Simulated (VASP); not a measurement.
A run of VASP 6.6.1:

File POSCAR:

```
NaI
1.0
    4.0405366006      0.0000000000      0.0000000000
    0.0000000000      4.0405366006      0.0000000000
    0.0000000000      0.0000000000      4.0405366006
Na I
1 1
Direct
    0.0000000000      0.0000000000      0.0000000000
    0.5000000000      0.5000000000      0.5000000000
```

Contents of INCAR.step1:

```
SYSTEM = NaI
ALGO = Normal ; EDIFF = 1E-5
ENCUT = 520 ; GGA = PE
ISIF = 2 ; ISMEAR = 0
LASPH = .True. ; LREAL = .False.
LWAVE = .True. ; NBANDS = 14
NELM = 60 ; PREC = Accurate
SIGMA = 0.01
```

Contents of INCAR.step2:

```
SYSTEM = NaI
ALGO = Normal ; EDIFF = 1E-6
ENCUT = 520 ; GGA = PE
HFSCREEN = 0.2079 ; ISIF = 2
ISMEAR = 0 ; ISTART = 1
LASPH = .True. ; LCHARG = .True.
LELF = .True. ; LHFCALC = .True.
LREAL = .False. ; LVHAR = .True.
LWAVE = .False. ; NBANDS = 14
NELM = 60 ; PREC = Accurate
PRECFOCK = Normal ; SIGMA = 0.01
```

Contents of KPOINTS:

```
k-points
0
Gamma
  4 4 4
  0 0 0
```

Potentials or basis: VASP PAW PBE potentials, release 64 (Na_pv, I).

Launch:

```console
$ cat potpaw_PBE.64/Na_pv/POTCAR potpaw_PBE.64/I/POTCAR > POTCAR
$ cp INCAR.step1 INCAR
$ mpirun -np 1 vasp_std > vasp.out
$ cp INCAR.step2 INCAR
$ mpirun -np 1 vasp_std > vasp.out
```

Hardware: 1 thread of Oxide Virtual Turin-like Processor (shared host).

How long does it take, and how much memory?

It took 4.3 min on 1 thread of Oxide Virtual Turin-like Processor, with other jobs on the host, peak memory 0.25 GiB. Counts: k points 10.
